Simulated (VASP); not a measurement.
A run of VASP 6.6.1:

The input INCAR:

```
SYSTEM = MgI2
ALGO = Normal
EDIFF = 1E-6
ENCUT = 520
GGA = PE
ISIF = 2
ISMEAR = 0
LASPH = .TRUE.
LCHARG = .FALSE.
LREAL = .FALSE.
LWAVE = .FALSE.
NBANDS = 15
NELM = 100
PREC = Accurate
SIGMA = 0.05
```

The input KPOINTS:

```
k-points
0
G
  6 6 4
  0 0 0
```

Contents of POSCAR:

```
MgI2
1.0
    4.2160056232      0.0000000000      0.0000000000
   -2.1080028116      3.6511679722      0.0000000000
    0.0000000000      0.0000000000      6.7590700000
Mg I
1 2
Direct
    0.0000000000      0.0000000000      0.0000000000
    0.3333333333      0.6666666667      0.7576300000
    0.6666666667      0.3333333333      0.2423700000
```

Potentials or basis: VASP PAW PBE potentials, release 64 (Mg, I).

Run with:

```console
$ cat potpaw_PBE.64/Mg/POTCAR potpaw_PBE.64/I/POTCAR > POTCAR
$ mpirun -np 1 vasp_std > vasp.out
```

Hardware: 1 thread of Intel Xeon 8259CL, on a shared host.

Problem. Estimate the wall time of this run.

Solution. Wall time 56 s on 1 thread of Intel Xeon 8259CL, with other jobs on the host, peak memory 0.23 GiB. Counts: scf iterations 12, k points 24.
